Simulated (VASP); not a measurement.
Set up this calculation in VASP 6.6.1, as the native input.

| Property | Result |
| --- | --- |
| Task | single point |
| Functional | PBEsol |
| Potentials or basis | VASP PAW PBE potentials, release 64 (Ge_d, N) |
| Cutoff | 520 eV |
| k mesh | 2 × 2 × 2 |
| Occupations | fermi-dirac, width 0.05 eV |
| Spin | no spin polarisation |
| Dipole correction | no |
| Further INCAR settings | LREAL = Auto; ALGO = Normal; EDIFF = 1e-06; NBANDS = 128 |

The structure of Ge16N (a cell with a defect) lies in POSCAR:

```
Ge16N
1.0
    0.0000000000      5.6600000000      5.6600000000
    5.6600000000      0.0000000000      5.6600000000
    5.6600000000      5.6600000000      0.0000000000
Ge N
16 1
Direct
   -0.0284634306      0.0171211614     -0.0045004189
    0.1033859640      0.1510520340      0.1001738509
   -0.0099791070      0.0533018108      0.4710703438
    0.2265622485      0.0525446829      0.6599634319
   -0.0133823370      0.5253139423     -0.0359523761
    0.1026841260      0.6463846298      0.1011716788
   -0.0088560065      0.4853130394      0.4716018342
    0.1009674343      0.6568037407      0.5874353152
    0.4755775101      0.0092809350      0.0066315929
    0.5952559989      0.1355644292      0.1339674974
    0.5926619060     -0.0424406072      0.4920033474
    0.6202249909      0.1471767441      0.6360835935
    0.4751604151      0.5087801475      0.0068557125
    0.6128922021      0.6356756781      0.1159149608
    0.4746367868      0.5177108098      0.4913741559
    0.6219977120      0.5956999442      0.6364029727
    0.1193711862      0.2162561780      0.4491397072
```

One way to write it, as run:

INCAR

```
SYSTEM = Ge16N
PREC = Accurate ; ENCUT = 520
EDIFF = 1E-6 ; ISMEAR = -1
SIGMA = 0.05 ; LREAL = Auto
LASPH = .TRUE. ; NELM = 80
ALGO = Normal ; ISIF = 2
LWAVE = .FALSE. ; LCHARG = .TRUE.
GGA = PS ; LELF = .TRUE.
LVHAR = .TRUE. ; NBANDS = 128
```

KPOINTS

```
regular mesh
0
G
  2 2 2
  0 0 0
```

Potentials or basis: VASP PAW PBE potentials, release 64 (Ge_d, N).

Command:

```sh
$ cat potpaw_PBE.64/Ge_d/POTCAR potpaw_PBE.64/N/POTCAR > POTCAR
$ mpirun -np 1 vasp_std > vasp.out
```

It gave:

```json
{"Pressure": "2.4 GPa", "Largest force": "0.066 eV/Å", "Band gap on the k mesh": "zero (an odd number of electrons rules out a gap without spin polarisation)"}
```

Caveat: the k points lie up to 0.48 Å⁻¹ apart, too coarse for converged energies and pressures of a metal; the PAW data sets were made with another functional, which shifts forces and pressure a little; an odd number of electrons without spin polarisation forces a metal; a magnetic or distorted state may lie lower.

Run time: 22 min on 1 thread of Oxide Virtual Turin-like Processor, on a shared host, peak memory 0.58 GiB.
